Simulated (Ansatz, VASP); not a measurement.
# Cr in VASP and in Ansatz

INCAR

```
SYSTEM = Cr
ALGO = Normal ; EDIFF = 1E-6
ENCUT = 520 ; GGA = PE
ISIF = 2 ; ISMEAR = -1
ISPIN = 2 ; LASPH = .TRUE.
LCHARG = .FALSE. ; LMAXMIX = 4
LORBIT = 11 ; LREAL = .FALSE.
LWAVE = .FALSE. ; MAGMOM = 1.01 -1.01
NBANDS = 23 ; NELM = 150
PREC = Accurate ; SIGMA = 0.05
```

Contents of KPOINTS:

```
k-points
0
G
  18 18 18
  0 0 0
```

Contents of POSCAR:

```
Cr
1.0
    2.7457673869      0.0000000000      0.0000000000
    0.0000000000      2.7457673869      0.0000000000
    0.0000000000      0.0000000000      2.7457673869
Cr
2
Direct
    0.0000000000      0.0000000000      0.0000000000
    0.5000000000      0.5000000000      0.5000000000
```

Input for Ansatz:

```yaml
crystal:
  lattice:
    - [2.7457673869, 0.0, 0.0]
    - [0.0, 2.7457673869, 0.0]
    - [0.0, 0.0, 2.7457673869]
  atoms:
    - { symbol: Cr, position: [0.0, 0.0, 0.0], spin: 1.01 }
    - { symbol: Cr, position: [0.5, 0.5, 0.5], spin: -1.01 }
hamiltonian:
  xc: pbe
  pseudopotentials:
    kind: paw
    azcp:
      Cr: "pseudopotentials/Cr.paw.azcp"
basis:
  ecutwfc: 420
  fft_grid_basis: typed
kpoints:
  mp_grid: { grid: [18, 18, 18], shift: [0, 0, 0] }
magnetization:
  spin_polarized: true
scf:
  occupations: { method: fermi_dirac, width: 0.05 }
output:
  stress: true
```

Alike in both runs: task single point; functional PBE; k mesh 18 × 18 × 18; occupations fermi-dirac, width 0.05 eV; collinear spin.

|  | VASP | Ansatz |
| --- | --- | --- |
| version | VASP 6.6.1 | Ansatz 0.2.0 |
| potentials or method | VASP PAW PBE potentials, release 64 (Cr_pv), cutoff 520 eV | plane waves (420 eV) with PAW, scalar-relativistic |
| valence electrons in the cell | 24 | 28 |

```tsv
	VASP	Ansatz	Ansatz less VASP
net moment per atom (μB)	0.00	0.00	0.000
```

With one functional, cell and mesh, what is left measures potentials, basis and numerics. VASP's potentials hold 24 valence electrons a cell and Ansatz's 28, so a difference there can come from the potentials and not from the codes. Ansatz's warnings: seeded moment not kept.
